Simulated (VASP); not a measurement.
# W (Im-3m) in VASP: a series of runs

The runs below take W through single point, with PBEsol.

All numbers are computed with VASP 6.6.1; they aren't measurements. Logs are shortened: lines on timing, memory, paths and dates and some standing lists are left out, and cuts for length are marked.

## Step 1: The cell of the first run

Symmetry: Im-3m, No. 229, cubic system. The conventional cell has a = 3.089 Å, b = 3.089 Å, c = 3.089 Å, α = 90.00°, β = 90.00°, γ = 90.00°. W (site symmetry m-3m) has 14 W at 2.68 to 3.09 Å within 3.5 Å.

## Step 2: Single point, PBEsol (volume scaled by 0.94)

Contents of INCAR:

```
SYSTEM = W
  PREC = Accurate
  ENCUT = 520
  EDIFF = 1E-7
  ISMEAR = -1
  SIGMA = 0.05
  LREAL = .FALSE.
  LASPH = .TRUE.
  NELM = 100
  ALGO = Normal
  ISIF = 2
  LWAVE = .FALSE.
  LCHARG = .TRUE.
  GGA = PS
  LELF = .TRUE.
  LVHAR = .TRUE.
  NBANDS = 13
```

Contents of KPOINTS:

```
Automatic mesh
0
G
  19 19 19
  0 0 0
```

Contents of POSCAR:

```
W
1.0
   -1.5445831247      1.5445831247      1.5445831247
    1.5445831247     -1.5445831247      1.5445831247
    1.5445831247      1.5445831247     -1.5445831247
W
1
Direct
    0.0000000000      0.0000000000      0.0000000000
```

Potentials or basis: VASP PAW PBE potentials, release 64 (W_sv).

Launch:

```console
cat potpaw_PBE.64/W_sv/POTCAR > POTCAR
mpirun -np 1 vasp_std > vasp.out
```

OUTCAR:

```text
SYSTEM = W
   PREC = Accurate
   ENCUT = 520
   EDIFF = 1E-7
   ISMEAR = -1
   LREAL = .FALSE.
   LASPH = .TRUE.
   NELM = 100
   ISIF = 2
   GGA = PS

 ion  position               nearest neighbor table
   1  0.000  0.000  0.000-

  LATTYP: Found a body centered cubic cell.
 ALAT       =     3.0891662494

  Lattice vectors:

 A1 = (  -1.5445831247,   1.5445831247,   1.5445831247)
 A2 = (   1.5445831247,  -1.5445831247,   1.5445831247)
 A3 = (   1.5445831247,   1.5445831247,  -1.5445831247)

Analysis of symmetry for initial positions (statically):
=====================================================================
 Subroutine PRICEL returns:
 Original cell was already a primitive cell.

 Routine SETGRP: Setting up the symmetry group for a
 body centered cubic supercell.

 Subroutine GETGRP returns: Found 48 space group operations
 (whereof 48 operations were pure point group operations)
 out of a pool of 48 trial point group operations.

The static configuration has the point symmetry O_h .

Analysis of symmetry for dynamics (positions and initial velocities):
=====================================================================
 Subroutine PRICEL returns:
 Original cell was already a primitive cell.

 Routine SETGRP: Setting up the symmetry group for a
 body centered cubic supercell.

 Subroutine GETGRP returns: Found 48 space group operations
 (whereof 48 operations were pure point group operations)
 out of a pool of 48 trial point group operations.

The dynamic configuration has the point symmetry O_h .

 Subroutine INISYM returns: Found 48 space group operations
 (whereof 48 operations are pure point group operations),
 and found     1 'primitive' translations

----------------------------------------------------------------------------------------

                                     Primitive cell

  volume of cell :      14.7399

  direct lattice vectors                    reciprocal lattice vectors
    -1.544583125  1.544583125  1.544583125     0.000000000  0.323711940  0.323711940
     1.544583125 -1.544583125  1.544583125     0.323711940  0.000000000  0.323711940
     1.544583125  1.544583125 -1.544583125     0.323711940  0.323711940  0.000000000

  length of vectors
     2.675296448  2.675296448  2.675296448     0.457797816  0.457797816  0.457797816

  position of ions in fractional coordinates (direct lattice)
     0.000000000  0.000000000  0.000000000

  ion indices of the primitive-cell ions
   primitive index   ion index
                 1           1

----------------------------------------------------------------------------------------

 KPOINTS: Automatic mesh

Automatic generation of k-mesh.
 Grid dimensions read from file:
 generate k-points for:   19   19   19

 Generating k-lattice:

  Cartesian coordinates                     Fractional coordinates (reciprocal lattice)
     0.000000000  0.017037471  0.017037471     0.052631579  0.000000000  0.000000000
     0.017037471  0.000000000  0.017037471     0.000000000  0.052631579  0.000000000
     0.017037471  0.017037471  0.000000000     0.000000000  0.000000000  0.052631579

  Length of vectors
     0.024094622  0.024094622  0.024094622

  Shift w.r.t. Gamma in fractional coordinates (k-lattice)
     0.000000000  0.000000000  0.000000000

 Subroutine IBZKPT returns following result:
 ===========================================

 Found    220 irreducible k-points:

 Following reciprocal coordinates:
            Coordinates               Weight
  0.000000  0.000000  0.000000      1.000000
  0.052632  0.000000  0.000000     12.000000
  0.105263  0.000000  0.000000     12.000000
  0.157895  0.000000  0.000000     12.000000
  0.210526  0.000000  0.000000     12.000000
  0.263158  0.000000  0.000000     12.000000
[... 16 lines left out ...]
  0.263158  0.105263  0.000000     48.000000
  0.315789  0.105263  0.000000     48.000000
 [... further k-points ...]
   k-points           NKPTS =    220   k-points in BZ     NKDIM =    220   number of bands    NBANDS=     13
   number of dos      NEDOS =    301   number of ions     NIONS =      1
   total plane-waves  NPLWV =   8000
   dimension x,y,z NGX =    20 NGY =   20 NGZ =   20
   dimension x,y,z NGXF=    40 NGYF=   40 NGZF=   40
   ions per type =               1
   NGX,Y,Z   is equivalent  to a cutoff of  12.43, 12.43, 12.43 a.u.
   NGXF,Y,Z  is equivalent  to a cutoff of  24.86, 24.86, 24.86 a.u.
 SYSTEM =  W
   PREC   = accura    normal or accurate (medium, high low for compatibility)
   ISTART =      0    job   : 0-new  1-cont  2-samecut
   ICHARG =      2    charge: 1-file 2-atom 10-const
   ISPIN  =      1    spin polarized calculation?
   LNONCOLLINEAR =      F non collinear calculations
   LSORBIT =      F    spin-orbit coupling
   LASPH  =      T    aspherical Exc in radial PAW
   ENCUT  =  520.0 eV  38.22 Ry    6.18 a.u.   4.97  4.97  4.97*2*pi/ulx,y,z
   NELM   =    100;   NELMIN=  2; NELMDL= -5     # of ELM steps
   EDIFF  = 0.1E-06   stopping-criterion for ELM
   LREAL  =      F    real-space projection
   EDIFFG = 0.1E-05   stopping-criterion for IOM
   NSW    =      0    number of steps for IOM
   IBRION =     -1    ionic relax: 0-MD 1-quasi-New 2-CG
   NFREE  =      0    steps in history (QN), initial steepest desc. (CG)
   ISIF   =      2    stress and relaxation
   ISYM   =      2    0-nonsym 1-usesym 2-fastsym
   POTIM  = 0.5000    time-step for ionic-motion
   TEBEG  =    0.0;   TEEND  =   0.0 temperature during run
   PSTRESS=    0.0 pullay stress
   NELECT =      14.0000    total number of electrons
   NUPDOWN=      -1.0000    fix difference up-down
   EMIN   =  10.00;   EMAX   =-10.00  energy-range for DOS
   EFERMI =   0.00;   METHOD = LEGACY
   ISMEAR =    -1;   SIGMA  =   0.05  broadening in eV -4-tet -1-fermi 0-gaus
   EFERMI_NEDOS =   21; number of points for ismear=-14 and -15
   IALGO  =     38    algorithm
   IMIX   =      4    mixing-type and parameters
     AMIX     =   0.40;   BMIX     =  1.00
     AMIX_MAG =   1.60;   BMIX_MAG =  1.00
  volume/ion in A,a.u.               =      14.74        99.47
  Fermi-wavevector in a.u.,A,eV,Ry     =   1.609235  3.041014 35.234169  2.589638
  Thomas-Fermi vector in A             =   2.704978
   LORBIT       =      0    0 simple, 1 ext, 2 COOP (PROOUT), +10 PAW based schemes
   GGA     = PS    functional components
   LHFCALC =     F    Hartree Fock is set to
   AEXX    =    0.0000 exact exchange contribution
   IVDW    =     0    specifies the selected vdW correction
   LEPSILON=     F    determine dielectric tensor
   LRPA    =     F    only Hartree local field effects (RPA)
 non-spin polarized calculation
  energy-cutoff  :      520.00
  volume of cell :       14.74
 maximum number of plane-waves:       414
   NGX =  9   NGY =  9   NGZ =  9

 number of electron      13.9999997 magnetization

 Free energy of the ion-electron system (eV)
  ---------------------------------------------------
  ext. energy  EPLUGINS =         0.00000000
  ---------------------------------------------------
  free energy    TOTEN  =       -13.73965940 eV

  energy without entropy =      -13.73695256  energy(sigma->0) =      -13.73830598

 E-fermi :  12.3294     XC(G=0): -14.1772

 val. band max:       12.3155696792   @ k =  -0.3158   0.3158   0.2105
 cond. band min:      12.3524026302   @ k =  -0.2105   0.3158   0.1053
 fundamental gap:      0.0368329511
 Fermi energy:        12.3293847428

 k-point     1 :       0.0000    0.0000    0.0000
  band No.  band energies     occupation
      1     -61.7007      2.00000
      2     -25.1348      2.00000
      3     -25.1348      2.00000
      4     -25.1348      2.00000
      5       2.3051      2.00000
      6      10.9902      2.00000
      7      10.9902      2.00000
      8      10.9902      2.00000
      9      14.7654      0.00000
     10      14.7654      0.00000
     11      27.0543      0.00000
     12      27.0543      0.00000
     13      27.0543      0.00000

 k-point     2 :       0.0526    0.0000    0.0000
  band No.  band energies     occupation
      1     -61.6958      2.00000
      2     -25.1838      2.00000
      3     -25.1497      2.00000
      4     -25.1352      2.00000
      5       2.4532      2.00000
      6      10.8977      2.00000
      7      10.9700      2.00000
      8      11.1335      2.00000
      9      14.6103      0.00000
     10      14.7649      0.00000
     11      27.1863      0.00000
     12      27.3034      0.00000
     13      27.4420      0.00000

 k-point     3 :       0.1053    0.0000    0.0000
  band No.  band energies     occupation
      1     -61.6814      2.00000
      2     -25.3236      2.00000
      3     -25.1926      2.00000
      4     -25.1362      2.00000
      5       2.8805      2.00000
      6      10.6409      2.00000
      7      10.8839      2.00000
      8      11.5590      2.00000
      9      14.2722      0.00000
     10      14.7709      0.00000
     11      27.5319      0.00000
     12      28.0290      0.00000
     13      28.4568      0.00000

 k-point     4 :       0.1579    0.0000    0.0000
  band No.  band energies     occupation
      1     -61.6591      2.00000
      2     -25.5351      2.00000
      3     -25.2583      2.00000
      4     -25.1377      2.00000
      5       3.5332      2.00000
      6      10.2711      2.00000
      7      10.6900      2.00000
      8      12.2540      1.63725
      9      14.0079      0.00000
     10      14.8018      0.00000
     11      27.9072      0.00000
     12      29.1760      0.00000
     13      29.6803      0.00000

 k-point     5 :       0.2105    0.0000    0.0000
  band No.  band energies     occupation
      1     -61.6311      2.00000
      2     -25.7910      2.00000
      3     -25.3391      2.00000
      4     -25.1396      2.00000
      5       4.3081      2.00000
      6       9.8489      2.00000
      7      10.4409      2.00000
      8      13.1959      0.00000
      9      13.9765      0.00000
     10      14.8778      0.00000
     11      27.9408      0.00000
     12      30.3130      0.00000
     13      30.6769      0.00000
[... 257 lines left out ...]
 k-point    22 :       0.2105    0.1053   -0.0000
  band No.  band energies     occupation
      1     -61.5913      2.00000
      2     -26.1033      2.00000
      3     -25.4370      2.00000
      4     -25.2023      2.00000
      5       5.4124      2.00000
      6       9.4430      2.00000
      7       9.9332      2.00000
      8      13.7487      0.00000
      9      14.9872      0.00000
     10      15.3954      0.00000
     11      27.7034      0.00000
     12      29.5142      0.00000
     13      31.7717      0.00000

 k-point    23 :       0.2632    0.1053    0.0000
  band No.  band energies     occupation
      1     -61.5631      2.00000
      2     -26.3230      2.00000
      3     -25.5351      2.00000
      4     -25.2072      2.00000
      5       5.9124      2.00000
      6       9.0914      2.00000
      7      10.1673      2.00000
      8      14.0429      0.00000
      9      15.5498      0.00000
     10      16.3428      0.00000
     11      26.5603      0.00000
     12      28.4528      0.00000
     13      33.1313      0.00000

 k-point    24 :       0.3158    0.1053    0.0000
  band No.  band energies     occupation
      1     -61.5387      2.00000
      2     -26.5076      2.00000
      3     -25.6202      2.00000
      4     -25.2109      2.00000
      5       6.0768      2.00000
      6       8.8193      2.00000
      7      10.8229      2.00000
      8      14.3860      0.00000
      9      15.7028      0.00000
     10      17.7282      0.00000
     11      25.5444      0.00000
     12      26.9479      0.00000
     13      32.0207      0.00000

 [... further k-points ...]

------------------------ aborting loop because EDIFF is reached ----------------------------------------

  FORCE on cell =-STRESS in cart. coord.  units (eV):
  Direction    XX          YY          ZZ          XY          YZ          ZX
  --------------------------------------------------------------------------------------
  -------------------------------------------------------------------------------------
  Total        2.1903659      2.1903659      2.1903659      0.0000000      0.0000000      0.0000000
  in kB      238.0857480    238.0857480    238.0857480      0.0000000      0.0000000      0.0000000
  external PRESSURE =     238.0857480 kB  Pullay stress =       0.0000000 kB

 VOLUME and BASIS-vectors are now :
 -----------------------------------------------------------------------------
  energy-cutoff  :      520.00
  volume of cell :       14.74
      direct lattice vectors                 reciprocal lattice vectors
    -1.544583125  1.544583125  1.544583125     0.000000000  0.323711940  0.323711940
     1.544583125 -1.544583125  1.544583125     0.323711940  0.000000000  0.323711940
     1.544583125  1.544583125 -1.544583125     0.323711940  0.323711940  0.000000000

 POSITION                                       TOTAL-FORCE (eV/Angst)
 -----------------------------------------------------------------------------------
      0.00000      0.00000      0.00000         0.000000      0.000000      0.000000
 -----------------------------------------------------------------------------------
    total drift:                               -0.000000     -0.000000      0.000000

  FREE ENERGIE OF THE ION-ELECTRON SYSTEM (eV)
  ---------------------------------------------------
  free  energy   TOTEN  =       -13.7396593964 eV

  energy  without entropy=      -13.7369525602  energy(sigma->0) =      -13.73830598
```

Run time: 33 s. Hardware: 1 thread of AMD EPYC 7R43 (Zen 3), shared host; peak memory 0.12 GiB.

What came out:

| Property | Result |
| --- | --- |
| Free energy | -13.7397 eV |
| Pressure | 23.8 GPa |
| Band gap on the k mesh | zero (band 7 reaches 17.69 eV, above the bottom of band 8 at 10.99 eV) |

Caveat: the PAW data sets were made with another functional, which shifts forces and pressure a little; spin-orbit coupling is left out, which moves the levels of the heavy elements.

[end of part 1 of 2]
